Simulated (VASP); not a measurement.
# Ag3Sb (P-6m2) in VASP: single point with LDA

Aim: the single point of Ag3Sb with LDA.

Everything below comes from runs of VASP 6.6.1. Logs are shortened: lines on timing, memory, paths and dates and some standing lists are left out, and cuts for length are marked.

### Step 1. The cell of the first run

The structure is hexagonal, space group P-6m2 (No. 187). The conventional cell has a = 3.143 Å, b = 3.143 Å, c = 9.616 Å, α = 90.00°, β = 90.00°, γ = 120.00°. Within 3.8 Å of Ag (site symmetry -6m2) lie 12 Ag at 2.90 to 3.14 Å. Ag (site symmetry 3m) has 9 Ag at 2.90 to 3.14 Å and 3 Sb at 3.12 Å within 3.8 Å. Within 4.1 Å of Sb (site symmetry -6m2) lie 6 Ag at 3.12 Å and 6 Sb at 3.14 Å.

### Step 2. Single point, LDA

INCAR reads:

```
SYSTEM = Ag3Sb
PREC = Accurate
ENCUT = 520
EDIFF = 1E-7
ISMEAR = -1
SIGMA = 0.15
LREAL = .FALSE.
LASPH = .TRUE.
NELM = 60
ALGO = Normal
ISIF = 2
LWAVE = .FALSE.
LCHARG = .FALSE.
NBANDS = 27
```

KPOINTS reads:

```
Automatic mesh
0
G
  9 9 3
  0 0 0
```

POSCAR reads:

```
Ag3Sb
1.0
    3.1431900000      0.0000000000      0.0000000000
   -1.5716000000      2.7220800000      0.0000000000
    0.0000000000      0.0000000000      9.6155600000
Ag Sb
3 1
Direct
    0.0000000000      0.0000000000      0.5000000000
    0.3333333333      0.6666666667      0.2644800000
    0.3333333333      0.6666666667      0.7355200000
    0.0000000000      0.0000000000      0.0000000000
```

Potentials or basis: VASP PAW LDA potentials, release 64 (Ag, Sb).

The run is started by

```bash
$ cat potpaw_LDA.64/Ag/POTCAR potpaw_LDA.64/Sb/POTCAR > POTCAR
$ mpirun -np 1 vasp_std > vasp.out
```

OUTCAR:

```text
SYSTEM = Ag3Sb
   PREC = Accurate
   ENCUT = 520
   EDIFF = 1E-7
   ISMEAR = -1
   LREAL = .FALSE.
   LASPH = .TRUE.
   NELM = 60
   ISIF = 2

 ion  position               nearest neighbor table
   1  0.000  0.000  0.500-   2 2.90   3 2.90   2 2.90   3 2.90   2 2.90   3 2.90
   2  0.333  0.667  0.264-   1 2.90   1 2.90   1 2.90   4 3.12   4 3.12   4 3.12
   3  0.333  0.667  0.736-   1 2.90   1 2.90   1 2.90   4 3.12   4 3.12   4 3.12
   4  0.000  0.000  0.000-   2 3.12   3 3.12   2 3.12   3 3.12   2 3.12   3 3.12

  LATTYP: Found a hexagonal cell.
 ALAT       =     3.1431900000
 C/A-ratio  =     3.0591723695

  Lattice vectors:

 A1 = (   3.1431900000,   0.0000000000,   0.0000000000)
 A2 = (  -1.5716000000,   2.7220800000,   0.0000000000)
 A3 = (   0.0000000000,   0.0000000000,   9.6155600000)

Analysis of symmetry for initial positions (statically):
=====================================================================
 Subroutine PRICEL returns:
 Original cell was already a primitive cell.

 Routine SETGRP: Setting up the symmetry group for a
 hexagonal supercell.

 Subroutine GETGRP returns: Found 12 space group operations
 (whereof 12 operations were pure point group operations)
 out of a pool of 24 trial point group operations.

The static configuration has the point symmetry D_3h.

Analysis of symmetry for dynamics (positions and initial velocities):
=====================================================================
 Subroutine PRICEL returns:
 Original cell was already a primitive cell.

 Routine SETGRP: Setting up the symmetry group for a
 hexagonal supercell.

 Subroutine GETGRP returns: Found 12 space group operations
 (whereof 12 operations were pure point group operations)
 out of a pool of 24 trial point group operations.

The dynamic configuration has the point symmetry D_3h.

 Subroutine INISYM returns: Found 12 space group operations
 (whereof 12 operations are pure point group operations),
 and found     1 'primitive' translations

----------------------------------------------------------------------------------------

                                     Primitive cell

  volume of cell :      82.2709

  direct lattice vectors                    reciprocal lattice vectors
     3.143190000  0.000000000  0.000000000     0.318148123  0.183683650  0.000000000
    -1.571600000  2.722080000  0.000000000     0.000000000  0.367366132  0.000000000
     0.000000000  0.000000000  9.615560000     0.000000000  0.000000000  0.103998103

  length of vectors
     3.143190000  3.143190431  9.615560000     0.367366182  0.367366132  0.103998103

  position of ions in fractional coordinates (direct lattice)
     0.000000000  0.000000000  0.500000000
     0.333333333  0.666666667  0.264480000
     0.333333333  0.666666667  0.735520000
     0.000000000  0.000000000  0.000000000

  ion indices of the primitive-cell ions
   primitive index   ion index
                 1           1
                 2           2
                 3           3
                 4           4

----------------------------------------------------------------------------------------

 KPOINTS: Automatic mesh

Automatic generation of k-mesh.
 Grid dimensions read from file:
 generate k-points for:    9    9    3

 Generating k-lattice:

  Cartesian coordinates                     Fractional coordinates (reciprocal lattice)
     0.035349791  0.020409294  0.000000000     0.111111111  0.000000000  0.000000000
     0.000000000  0.040818459  0.000000000     0.000000000  0.111111111  0.000000000
     0.000000000  0.000000000  0.034666034     0.000000000  0.000000000  0.333333333

  Length of vectors
     0.040818465  0.040818459  0.034666034

  Shift w.r.t. Gamma in fractional coordinates (k-lattice)
     0.000000000  0.000000000  0.000000000

 Subroutine IBZKPT returns following result:
 ===========================================

 Found     24 irreducible k-points:

 Following reciprocal coordinates:
            Coordinates               Weight
  0.000000  0.000000  0.000000      1.000000
  0.111111  0.000000  0.000000      6.000000
  0.222222  0.000000  0.000000      6.000000
  0.333333  0.000000  0.000000      6.000000
  0.444444  0.000000  0.000000      6.000000
  0.111111  0.111111  0.000000      6.000000
[... 16 lines left out ...]
  0.333333  0.222222  0.333333     24.000000
  0.333333  0.333333  0.333333      4.000000
   k-points           NKPTS =     24   k-points in BZ     NKDIM =     24   number of bands    NBANDS=     27
   number of dos      NEDOS =    301   number of ions     NIONS =      4
   total plane-waves  NPLWV =  41472
   dimension x,y,z NGX =    24 NGY =   24 NGZ =   72
   dimension x,y,z NGXF=    48 NGYF=   48 NGZF=  144
   ions per type =               3   1
   NGX,Y,Z   is equivalent  to a cutoff of  12.69, 12.69, 12.45 a.u.
   NGXF,Y,Z  is equivalent  to a cutoff of  25.39, 25.39, 24.90 a.u.
 SYSTEM =  Ag3Sb
   PREC   = accura    normal or accurate (medium, high low for compatibility)
   ISTART =      0    job   : 0-new  1-cont  2-samecut
   ICHARG =      2    charge: 1-file 2-atom 10-const
   ISPIN  =      1    spin polarized calculation?
   LNONCOLLINEAR =      F non collinear calculations
   LSORBIT =      F    spin-orbit coupling
   LASPH  =      T    aspherical Exc in radial PAW
   ENCUT  =  520.0 eV  38.22 Ry    6.18 a.u.   5.84  5.84 17.88*2*pi/ulx,y,z
   NELM   =     60;   NELMIN=  2; NELMDL= -5     # of ELM steps
   EDIFF  = 0.1E-06   stopping-criterion for ELM
   LREAL  =      F    real-space projection
   EDIFFG = 0.1E-05   stopping-criterion for IOM
   NSW    =      0    number of steps for IOM
   IBRION =     -1    ionic relax: 0-MD 1-quasi-New 2-CG
   NFREE  =      0    steps in history (QN), initial steepest desc. (CG)
   ISIF   =      2    stress and relaxation
   ISYM   =      2    0-nonsym 1-usesym 2-fastsym
   POTIM  = 0.5000    time-step for ionic-motion
   TEBEG  =    0.0;   TEEND  =   0.0 temperature during run
   PSTRESS=    0.0 pullay stress
   NELECT =      38.0000    total number of electrons
   NUPDOWN=      -1.0000    fix difference up-down
   EMIN   =  10.00;   EMAX   =-10.00  energy-range for DOS
   EFERMI =   0.00;   METHOD = LEGACY
   ISMEAR =    -1;   SIGMA  =   0.15  broadening in eV -4-tet -1-fermi 0-gaus
   EFERMI_NEDOS =   21; number of points for ismear=-14 and -15
   IALGO  =     38    algorithm
   IMIX   =      4    mixing-type and parameters
     AMIX     =   0.40;   BMIX     =  1.00
     AMIX_MAG =   1.60;   BMIX_MAG =  1.00
  volume/ion in A,a.u.               =      20.57       138.80
  Fermi-wavevector in a.u.,A,eV,Ry     =   1.265476  2.391403 21.788780  1.601430
  Thomas-Fermi vector in A             =   2.398727
   LORBIT       =      0    0 simple, 1 ext, 2 COOP (PROOUT), +10 PAW based schemes
   GGA     = CA    functional components
   LHFCALC =     F    Hartree Fock is set to
   AEXX    =    0.0000 exact exchange contribution
   IVDW    =     0    specifies the selected vdW correction
   LEPSILON=     F    determine dielectric tensor
   LRPA    =     F    only Hartree local field effects (RPA)
 non-spin polarized calculation
  energy-cutoff  :      520.00
  volume of cell :       82.27
 maximum number of plane-waves:      2229
 NGX is ok and might be reduce to    24
   NGX = 11   NGY = 11   NGZ = 35

 number of electron      37.9999985 magnetization

 Free energy of the ion-electron system (eV)
  ---------------------------------------------------
  ext. energy  EPLUGINS =         0.00000000
  ---------------------------------------------------
  free energy    TOTEN  =       -15.38073755 eV

  energy without entropy =      -15.30172180  energy(sigma->0) =      -15.34122967

 E-fermi :   7.4835     XC(G=0): -11.5432

 val. band max:        7.4500219427   @ k =   0.4444   0.0000   0.3333
 cond. band min:       7.5019645302   @ k =   0.3333   0.0000   0.3333
 fundamental gap:      0.0519425875
 Fermi energy:         7.4834522441

 k-point     1 :       0.0000    0.0000    0.0000
  band No.  band energies     occupation
      1      -4.9339      2.00000
      2       1.1803      2.00000
      3       1.2698      2.00000
      4       1.9410      2.00000
      5       2.6108      2.00000
      6       2.9767      2.00000
[... 19 lines left out ...]
     26      18.3225      0.00000
     27      18.8430      0.00000

 k-point     2 :       0.1111    0.0000    0.0000
  band No.  band energies     occupation
      1      -4.6831      2.00000
      2       1.4176      2.00000
      3       1.5150      2.00000
      4       2.0676      2.00000
      5       2.6547      2.00000
      6       2.9363      2.00000
[... 19 lines left out ...]
     26      18.8522      0.00000
     27      19.2373      0.00000

 k-point     3 :       0.2222    0.0000    0.0000
  band No.  band energies     occupation
      1      -3.9367      2.00000
      2       1.9203      2.00000
      3       1.9839      2.00000
      4       2.2865      2.00000
      5       2.6882      2.00000
      6       2.8593      2.00000
[... 19 lines left out ...]
     26      16.8053      0.00000
     27      17.4249      0.00000

 k-point     4 :       0.3333    0.0000    0.0000
  band No.  band energies     occupation
      1      -2.7296      2.00000
      2       2.0047      2.00000
      3       2.0204      2.00000
      4       2.2325      2.00000
      5       2.5805      2.00000
      6       2.8318      2.00000
[... 19 lines left out ...]
     26      16.2819      0.00000
     27      17.0095      0.00000
[... 516 lines left out ...]
      4       2.4235      2.00000
      5       2.5749      2.00000
      6       2.7262      2.00000
[... 19 lines left out ...]
     26      14.7614      0.00000
     27      15.8368      0.00000

 k-point    23 :       0.3333    0.2222    0.3333
  band No.  band energies     occupation
      1      -0.7167      2.00000
      2       2.0950      2.00000
      3       2.2137      2.00000
      4       2.3196      2.00000
      5       2.4558      2.00000
      6       2.6621      2.00000
[... 19 lines left out ...]
     26      14.0541      0.00000
     27      14.7917      0.00000

 k-point    24 :       0.3333    0.3333    0.3333
  band No.  band energies     occupation
      1      -0.1048      2.00000
      2       2.1091      2.00000
      3       2.3060      2.00000
      4       2.3490      2.00000
      5       2.6587      2.00000
      6       2.7038      2.00000
[... 19 lines left out ...]
     26      12.7719      0.00000
     27      13.6690      0.00000

------------------------ aborting loop because EDIFF is reached ----------------------------------------

  FORCE on cell =-STRESS in cart. coord.  units (eV):
  Direction    XX          YY          ZZ          XY          YZ          ZX
  --------------------------------------------------------------------------------------
  -------------------------------------------------------------------------------------
  Total       -3.9941071     -3.9941001     -4.7474416      0.0000073      0.0000000     -0.0000000
  in kB      -77.7829107    -77.7827742    -92.4536615      0.0001429      0.0000000     -0.0000000
  external PRESSURE =     -82.6731154 kB  Pullay stress =       0.0000000 kB

 VOLUME and BASIS-vectors are now :
 -----------------------------------------------------------------------------
  energy-cutoff  :      520.00
  volume of cell :       82.27
      direct lattice vectors                 reciprocal lattice vectors
     3.143190000  0.000000000  0.000000000     0.318148123  0.183683650  0.000000000
    -1.571600000  2.722080000  0.000000000     0.000000000  0.367366132  0.000000000
     0.000000000  0.000000000  9.615560000     0.000000000  0.000000000  0.103998103

 POSITION                                       TOTAL-FORCE (eV/Angst)
 -----------------------------------------------------------------------------------
      0.00000      0.00000      4.80778         0.000000      0.000000      0.000000
     -0.00000      1.81472      2.54312        -0.000000      0.000000      0.184685
     -0.00000      1.81472      7.07244        -0.000000      0.000000     -0.184685
      0.00000      0.00000      0.00000         0.000000      0.000000      0.000000
 -----------------------------------------------------------------------------------
    total drift:                               -0.000020      0.000010     -0.000000

  FREE ENERGIE OF THE ION-ELECTRON SYSTEM (eV)
  ---------------------------------------------------
  free  energy   TOTEN  =       -15.3807375459 eV

  energy  without entropy=      -15.3017217955  energy(sigma->0) =      -15.34122967
```

It took 27 s on 1 thread of Intel Xeon Platinum 8488C (Sapphire Rapids), shared host; peak memory 0.19 GiB.

Results:

```
Free energy            : -15.3807 eV
Pressure               : -8.3 GPa
Largest force          : 0.185 eV/Å
Band gap on the k mesh : zero (band 19 reaches 8.06 eV, above the bottom of band 20 at 7.19 eV)
```

Forces on the atoms (eV/Å):
```
Ag   0.000  0.000  0.000
Ag   0.000  0.000  0.185
Ag   0.000  0.000 -0.185
Sb   0.000  0.000  0.000
```

Stress tensor (GPa, compression positive):
```
-7.78  0.00  0.00
 0.00 -7.78  0.00
 0.00  0.00 -9.25
```

Caveat: spin-orbit coupling is left out, which moves the levels of the heavy elements.
